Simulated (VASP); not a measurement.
# AlN (drp) (P6_3mc) in VASP: further runs

The runs below take AlN (drp) through single point, relaxation of cell and atoms, with RPBE.

Program: VASP 6.6.1. These are calculated values, not measurements. Logs are shortened: lines on timing, memory, paths and dates and some standing lists are left out, and cuts for length are marked.

### 1 The cell of the first run

The structure is hexagonal, space group P6_3mc (No. 186). The conventional cell has a = 3.129 Å, b = 3.129 Å, c = 5.017 Å, α = 90.00°, β = 90.00°, γ = 120.00°. Within 2.5 Å of Al (site symmetry 3m) lie 4 N at 1.90 to 1.91 Å. Within 2.5 Å of N (site symmetry 3m) lie 4 Al at 1.90 to 1.91 Å.

### 2 Single point, RPBE

The input, INCAR:

```
SYSTEM = AlN
PREC = Accurate
ENCUT = 520
EDIFF = 1E-7
ISMEAR = 0
SIGMA = 0.1
LREAL = .FALSE.
LASPH = .TRUE.
NELM = 100
ALGO = Normal
ISIF = 2
LWAVE = .FALSE.
LCHARG = .FALSE.
GGA = RP
NBANDS = 16
```

The input, KPOINTS:

```
regular mesh
0
G
  6 6 4
  0 0 0
```

The input, POSCAR:

```
AlN
1.0
    3.1285881400      0.0000000000      0.0000000000
   -1.5642940700      2.7094368000      0.0000000000
    0.0000000000      0.0000000000      5.0169550000
Al N
2 2
Direct
    0.6666666700      0.3333333300      0.4992870000
    0.3333333300      0.6666666700      0.9992870000
    0.6666666700      0.3333333300      0.8807130000
    0.3333333300      0.6666666700      0.3807130000
```

Potentials or basis: VASP PAW PBE potentials, release 64 (Al, N).

On the command line:

```console
> cat potpaw_PBE.64/Al/POTCAR potpaw_PBE.64/N/POTCAR > POTCAR
> mpirun -np 1 vasp_std > vasp.out
```

OUTCAR:

```text
SYSTEM = AlN
   PREC = Accurate
   ENCUT = 520
   EDIFF = 1E-7
   ISMEAR = 0
   LREAL = .FALSE.
   LASPH = .TRUE.
   NELM = 100
   ISIF = 2
   GGA = RP

 ion  position               nearest neighbor table
   1  0.667  0.333  0.499-   4 1.90   4 1.90   4 1.90   3 1.91   2 3.09   2 3.09   2 3.09   2 3.09
                             2 3.09   2 3.09
   2  0.333  0.667  0.999-   3 1.90   3 1.90   3 1.90   4 1.91   1 3.09   1 3.09   1 3.09   1 3.09
                             1 3.09   1 3.09
   3  0.667  0.333  0.881-   2 1.90   2 1.90   2 1.90   1 1.91
   4  0.333  0.667  0.381-   1 1.90   1 1.90   1 1.90   2 1.91

  LATTYP: Found a hexagonal cell.
 ALAT       =     3.1285881400
 C/A-ratio  =     1.6035843567

  Lattice vectors:

 A1 = (   3.1285881400,   0.0000000000,   0.0000000000)
 A2 = (  -1.5642940700,   2.7094368000,   0.0000000000)
 A3 = (   0.0000000000,   0.0000000000,   5.0169550000)

Analysis of symmetry for initial positions (statically):
=====================================================================
 Subroutine PRICEL returns:
 Original cell was already a primitive cell.

 Routine SETGRP: Setting up the symmetry group for a
 hexagonal supercell.

 Subroutine GETGRP returns: Found 12 space group operations
 (whereof  6 operations were pure point group operations)
 out of a pool of 24 trial point group operations.

The static configuration has the point symmetry C_3v.
 The point group associated with its full space group is C_6v.

Analysis of symmetry for dynamics (positions and initial velocities):
=====================================================================
 Subroutine PRICEL returns:
 Original cell was already a primitive cell.

 Routine SETGRP: Setting up the symmetry group for a
 hexagonal supercell.

 Subroutine GETGRP returns: Found 12 space group operations
 (whereof  6 operations were pure point group operations)
 out of a pool of 24 trial point group operations.

The dynamic configuration has the point symmetry C_3v.
 The point group associated with its full space group is C_6v.

 Subroutine INISYM returns: Found 12 space group operations
 (whereof  6 operations are pure point group operations),
 and found     1 'primitive' translations

----------------------------------------------------------------------------------------

                                     Primitive cell

  volume of cell :      42.5273

[... 90 lines left out ...]
   EDIFFG = 0.1E-05   stopping-criterion for IOM
   NSW    =      0    number of steps for IOM
   IBRION =     -1    ionic relax: 0-MD 1-quasi-New 2-CG
   NFREE  =      0    steps in history (QN), initial steepest desc. (CG)
   ISIF   =      2    stress and relaxation
   ISYM   =      2    0-nonsym 1-usesym 2-fastsym
   POTIM  = 0.5000    time-step for ionic-motion
   TEBEG  =    0.0;   TEEND  =   0.0 temperature during run
   PSTRESS=    0.0 pullay stress
   NELECT =      16.0000    total number of electrons
   NUPDOWN=      -1.0000    fix difference up-down
   EMIN   =  10.00;   EMAX   =-10.00  energy-range for DOS
   EFERMI =   0.00;   METHOD = LEGACY
   ISMEAR =     0;   SIGMA  =   0.10  broadening in eV -4-tet -1-fermi 0-gaus
   EFERMI_NEDOS =   21; number of points for ismear=-14 and -15
   IALGO  =     38    algorithm
   IMIX   =      4    mixing-type and parameters
     AMIX     =   0.40;   BMIX     =  1.00
     AMIX_MAG =   1.60;   BMIX_MAG =  1.00
  volume/ion in A,a.u.               =      10.63        71.75
  Fermi-wavevector in a.u.,A,eV,Ry     =   1.181841  2.233355 19.003903  1.396747
  Thomas-Fermi vector in A             =   2.318106
   LORBIT       =      0    0 simple, 1 ext, 2 COOP (PROOUT), +10 PAW based schemes
   GGA     = RP    functional components
   LHFCALC =     F    Hartree Fock is set to
   AEXX    =    0.0000 exact exchange contribution
   IVDW    =     0    specifies the selected vdW correction
   LEPSILON=     F    determine dielectric tensor
   LRPA    =     F    only Hartree local field effects (RPA)
 non-spin polarized calculation
 Gauss-broadening in eV      SIGMA  =   0.10
  energy-cutoff  :      520.00
  volume of cell :       42.53
 maximum number of plane-waves:      1170
 NGX is ok and might be reduce to    24
   NGX = 11   NGY = 11   NGZ = 19

 number of electron      15.9999998 magnetization

 Free energy of the ion-electron system (eV)
  ---------------------------------------------------
  ext. energy  EPLUGINS =         0.00000000
  ---------------------------------------------------
  free energy    TOTEN  =       -28.34392716 eV

  energy without entropy =      -28.34392716  energy(sigma->0) =      -28.34392716

 E-fermi :   6.5318     XC(G=0): -10.7023

 val. band max:        6.0892761085   @ k =   0.0000   0.0000   0.0000
 cond. band min:      10.1924977966   @ k =   0.0000   0.0000   0.0000
 fundamental gap:      4.1032216881
 Fermi energy:         6.5317545559

 k-point     1 :       0.0000    0.0000    0.0000
  band No.  band energies     occupation
      1      -9.0262      2.00000
      2      -6.9675      2.00000
      3       0.2083      2.00000
      4       5.2499      2.00000
      5       5.2499      2.00000
      6       5.8888      2.00000
[... 376 lines left out ...]
      3       1.3419      2.00000
      4       1.3419      2.00000
      5       2.3218      2.00000
      6       2.3218      2.00000
[... 8 lines left out ...]
     15      19.8753      0.00000
     16      19.8753      0.00000

------------------------ aborting loop because EDIFF is reached ----------------------------------------

  FORCE on cell =-STRESS in cart. coord.  units (eV):
  Direction    XX          YY          ZZ          XY          YZ          ZX
  --------------------------------------------------------------------------------------
  -------------------------------------------------------------------------------------
  Total        0.8462419      0.8462419      0.7965993      0.0000000      0.0000000     -0.0000000
  in kB       31.8814086     31.8814084     30.0111681      0.0000000      0.0000000     -0.0000000
  external PRESSURE =      31.2579950 kB  Pullay stress =       0.0000000 kB

 VOLUME and BASIS-vectors are now :
 -----------------------------------------------------------------------------
  energy-cutoff  :      520.00
  volume of cell :       42.53
      direct lattice vectors                 reciprocal lattice vectors
     3.128588140  0.000000000  0.000000000     0.319632996  0.184540197  0.000000000
    -1.564294070  2.709436800  0.000000000     0.000000000  0.369080393  0.000000000
     0.000000000  0.000000000  5.016955000     0.000000000  0.000000000  0.199324092

 POSITION                                       TOTAL-FORCE (eV/Angst)
 -----------------------------------------------------------------------------------
      1.56429      0.90315      2.50490        -0.000000      0.000000     -0.010101
     -0.00000      1.80629      5.01338         0.000000     -0.000000     -0.010101
      1.56429      0.90315      4.41850         0.000000     -0.000000      0.010101
     -0.00000      1.80629      1.91002        -0.000000      0.000000      0.010101
 -----------------------------------------------------------------------------------
    total drift:                               -0.000009      0.000005      0.000541

  FREE ENERGIE OF THE ION-ELECTRON SYSTEM (eV)
  ---------------------------------------------------
  free  energy   TOTEN  =       -28.3439271573 eV

  energy  without entropy=      -28.3439271573  energy(sigma->0) =      -28.34392716
```

It took 15 s on 1 thread of Intel Xeon 6975P-C, shared host; peak memory 0.15 GiB.

Results:

- Free energy: -28.3439 eV
- Pressure: 3.1 GPa
- Largest force: 0.010 eV/Å
- Band gap on the k mesh: 4.10 eV, direct

Forces in eV/Å, atoms in the order of the input:
```
Al   0.000  0.000 -0.010
Al   0.000  0.000 -0.010
N    0.000  0.000  0.010
N    0.000  0.000  0.010
```

Stress tensor (GPa, compression positive):
```
3.19 0.00 0.00
0.00 3.19 0.00
0.00 0.00 3.00
```

Caveat: the PAW data sets were made with another functional, which shifts forces and pressure a little. Expect the measured gap to be larger: semilocal functionals such as RPBE lack the derivative discontinuity.

### 3 Single point, RPBE

This run uses another cell than the first one, of 10.84 Å³/atom, 1.019 times its volume.

Edit INCAR of step 2 so:

```diff
@@ -5,6 +5,6 @@
 ISMEAR = 0
-SIGMA = 0.1
+SIGMA = 0.02
 LREAL = .FALSE.
 LASPH = .TRUE.
-NELM = 100
+NELM = 60
 ALGO = Normal
```

The input, KPOINTS:

```
regular mesh
0
G
  9 9 4
  0 0 0
```

The input, POSCAR:

```
AlN
1.0
    3.1486221043      0.0000000000      0.0000000000
   -1.5743110522      2.7267867293      0.0000000000
    0.0000000000      0.0000000000      5.0487586559
Al N
2 2
Direct
    0.6666666667      0.3333333333      0.4992551665
    0.3333333333      0.6666666667      0.9992551665
    0.6666666667      0.3333333333      0.8807448335
    0.3333333333      0.6666666667      0.3807448335
```

Potentials or basis: VASP PAW PBE potentials, release 64 (Al, N).

On the command line:

```console
> cat potpaw_PBE.64/Al/POTCAR potpaw_PBE.64/N/POTCAR > POTCAR
> mpirun -np 1 vasp_std > vasp.out
```

OUTCAR:

```text
SYSTEM = AlN
   PREC = Accurate
   ENCUT = 520
   EDIFF = 1E-7
   ISMEAR = 0
   LREAL = .FALSE.
   LASPH = .TRUE.
   NELM = 60
   ISIF = 2
   GGA = RP

 ion  position               nearest neighbor table
   1  0.667  0.333  0.499-   4 1.91   4 1.91   4 1.91   3 1.93   2 3.11   2 3.11   2 3.11   2 3.11
                             2 3.11   2 3.11
   2  0.333  0.667  0.999-   3 1.91   3 1.91   3 1.91   4 1.93   1 3.11   1 3.11   1 3.11   1 3.11
                             1 3.11   1 3.11
   3  0.667  0.333  0.881-   2 1.91   2 1.91   2 1.91   1 1.93
   4  0.333  0.667  0.381-   1 1.91   1 1.91   1 1.91   2 1.93

  LATTYP: Found a hexagonal cell.
 ALAT       =     3.1486221043
 C/A-ratio  =     1.6034819323

  Lattice vectors:

 A1 = (   3.1486221043,   0.0000000000,   0.0000000000)
 A2 = (  -1.5743110522,   2.7267867293,   0.0000000000)
 A3 = (   0.0000000000,   0.0000000000,   5.0487586559)

Analysis of symmetry for initial positions (statically):
=====================================================================
 Subroutine PRICEL returns:
 Original cell was already a primitive cell.

 Routine SETGRP: Setting up the symmetry group for a
 hexagonal supercell.

 Subroutine GETGRP returns: Found 12 space group operations
 (whereof  6 operations were pure point group operations)
[... 171 lines left out ...]
 E-fermi :   6.0656     XC(G=0): -10.6192

 val. band max:        5.9108964353   @ k =   0.0000   0.0000   0.0000
 cond. band min:       9.8484258243   @ k =   0.0000   0.0000   0.0000
 fundamental gap:      3.9375293890
 Fermi energy:         6.0655725446

 k-point     1 :       0.0000    0.0000    0.0000
  band No.  band energies     occupation
      1      -9.0942      2.00000
      2      -7.0925      2.00000
      3       0.1138      2.00000
      4       5.0782      2.00000
      5       5.0782      2.00000
      6       5.7126      2.00000
[... 433 lines left out ...]
      3       1.5341      2.00000
      4       1.5895      2.00000
      5       1.5895      2.00000
      6       3.0843      2.00000
[... 8 lines left out ...]
     15      18.8534      0.00000
     16      20.9772      0.00000

 [... further k-points ...]
[... 5 lines left out ...]
  --------------------------------------------------------------------------------------
  -------------------------------------------------------------------------------------
  Total       -0.1529030     -0.1529030     -0.1342689      0.0000000      0.0000000      0.0000000
  in kB       -5.6515860     -5.6515860     -4.9628337      0.0000000      0.0000000      0.0000000
  external PRESSURE =      -5.4220019 kB  Pullay stress =       0.0000000 kB

 VOLUME and BASIS-vectors are now :
 -----------------------------------------------------------------------------
  energy-cutoff  :      520.00
  volume of cell :       43.35
      direct lattice vectors                 reciprocal lattice vectors
     3.148622104  0.000000000  0.000000000     0.317599244  0.183366009  0.000000000
    -1.574311052  2.726786729  0.000000000     0.000000000  0.366732018  0.000000000
     0.000000000  0.000000000  5.048758656     0.000000000  0.000000000  0.198068489

 POSITION                                       TOTAL-FORCE (eV/Angst)
 -----------------------------------------------------------------------------------
      1.57431      0.90893      2.52062        -0.000000      0.000000      0.000794
     -0.00000      1.81786      5.04500         0.000000     -0.000000      0.000794
      1.57431      0.90893      4.44667         0.000000      0.000000     -0.000794
     -0.00000      1.81786      1.92229        -0.000000      0.000000     -0.000794
 -----------------------------------------------------------------------------------
    total drift:                               -0.000000      0.000000      0.000268

  FREE ENERGIE OF THE ION-ELECTRON SYSTEM (eV)
  ---------------------------------------------------
  free  energy   TOTEN  =       -28.3521013013 eV

  energy  without entropy=      -28.3521013013  energy(sigma->0) =      -28.35210130
```

Run time: 15 s. Hardware: 1 thread of Intel Xeon 6975P-C, shared host; peak memory 0.16 GiB.

What came out:

- Free energy: -28.3521 eV
- Pressure: -0.5 GPa
- Band gap on the k mesh: 3.94 eV, direct

Levels at points of the mesh, in eV from the valence-band top:
```
           k point  band 4  band 5  band 6  band 7  band 8  band 9  band 10  band 11  band 12  band 13
(0.00, 0.00, 0.00)   -0.83   -0.83   -0.20   -0.20    0.00    3.94     6.45    10.40    10.99    10.99
(0.00, 0.00, 0.50)   -3.26   -0.52   -0.52   -0.52   -0.52    6.22     6.22    10.12    10.12    11.30
```

Caveat: the PAW data sets were made with another functional, which shifts forces and pressure a little. As with any semilocal functional, this RPBE gap is likely too small.

(Continued in part 2 of 2.)
